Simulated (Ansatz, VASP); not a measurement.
CuO: VASP beside Ansatz

Contents of INCAR:

```
ALGO     = Normal         # electronic algorithm
EDIFF    = 1E-6           # SCF threshold, eV
ENCUT    = 520            # plane-wave cutoff, eV
GGA      = PE             # functional
ISIF     = 2              # what is computed and relaxed
ISMEAR   = -1             # smearing method
LASPH    = T              # aspherical terms in the spheres
LCHARG   = F              # write CHGCAR
LREAL    = F              # projectors in reciprocal space
LWAVE    = F              # write WAVECAR
NBANDS   = 16             # bands
NELM     = 100            # most SCF steps
PREC     = Accurate       # precision mode
SIGMA    = 0.08           # smearing width, eV
```

Contents of KPOINTS:

```
k-points
0
Gamma
  16 16 16
```

The input POSCAR:

```
CuO
1.0
    0.0000000000      2.1400774145      2.1400774145
    2.1400774145      0.0000000000      2.1400774145
    2.1400774145      2.1400774145      0.0000000000
Cu O
1 1
Direct
    0.0000000000      0.0000000000      0.0000000000
    0.5000000000      0.5000000000      0.5000000000
```

Input for Ansatz:

```yaml
crystal:
  lattice:
    - [0.0, 2.1400774145, 2.1400774145]
    - [2.1400774145, 0.0, 2.1400774145]
    - [2.1400774145, 2.1400774145, 0.0]
  atoms:
    - { symbol: Cu, position: [0.0, 0.0, 0.0] }
    - { symbol: O, position: [0.5, 0.5, 0.5] }
kpoints:
  mp_grid: { grid: [16, 16, 16] }
scf:
  occupations: { method: fermi_dirac, width: 0.08 }
hamiltonian:
  xc: pbe
  pseudopotentials: { kind: all_electron, lapw: { basis_error: 0.0005 } }
output:
  forces: true
  stress: true
  eigenvalues: true
```

Change from the starting cell: volume scaled by 1.025.

Alike in both runs: task single point; functional PBE; k mesh 16 × 16 × 16; occupations fermi-dirac, width 0.08 eV; no spin polarisation.

|  | VASP | Ansatz |
| --- | --- | --- |
| version | VASP 6.6.1 | Ansatz 0.2.0 |
| potentials or method | VASP PAW PBE potentials, release 64 (Cu, O), cutoff 520 eV | all-electron LAPW, scalar-relativistic |

```csv
,VASP,Ansatz,Ansatz less VASP
pressure (GPa),-3.9,-4.2,-0.22
```

Ansatz ran all-electron here, and VASP with PAW potentials.
